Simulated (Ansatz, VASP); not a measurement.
**One calculation of TaN, two programs**

```xyz
8
Lattice="3.0480 0.0000 0.0000 -3.0480 5.2793 0.0000 0.0000 0.0000 4.9180" Properties=species:S:1:pos:R:3 pbc="T T T"
Ta    0.0000    0.0000    0.0000
Ta    0.0000    0.0000    2.4590
Ta   -1.5240    2.6396    0.0000
Ta   -1.5240    2.6396    2.4590
N     0.0000    1.7598    1.2295
N     1.5240    0.8799    3.6885
N    -1.5240    4.3994    1.2295
N     0.0000    3.5195    3.6885
```

Alike in both runs: task single point; functional PBE; k mesh 7 × 7 × 4; occupations gaussian, width 0.05 eV; collinear spin; Hubbard terms Ta d U = 5.0 eV.

```csv
,VASP,Ansatz
version,VASP 6.6.1,Ansatz 0.2.0
potentials or method,"VASP PAW PBE potentials, release 64 (Ta_pv, N), cutoff 520 eV","scalar-relativistic, plane waves, PAW"
valence electrons in the cell,64,72
```

|  | VASP | Ansatz | Ansatz less VASP |
| --- | --- | --- | --- |
| gap on the k mesh at the Fermi level (eV) | none | none | - |
| rms of the force components (eV/Å) | 0.017 | 0.018 | +0.0008 |
| net moment per atom (μB) | 0.00 | 0.37 | +0.371 |
| size of the moment on the site where the two differ most (μB) | 0.00 | 0.31 | +0.314 |

The net moments are unlike, so the other rows may belong to different states. Site moments also hang on the region over which each program counts them. The programs project onto different local orbitals, so the same U acts differently, and such runs can settle in different states. A gap of «none» marks a metal or a gap that the smearing closes. VASP's potentials hold 64 valence electrons a cell and Ansatz's 72, so a difference there can come from the potentials and not from the codes. Ansatz's warnings: filled band counts differ across k points.

Neither program's run includes spin-orbit coupling.
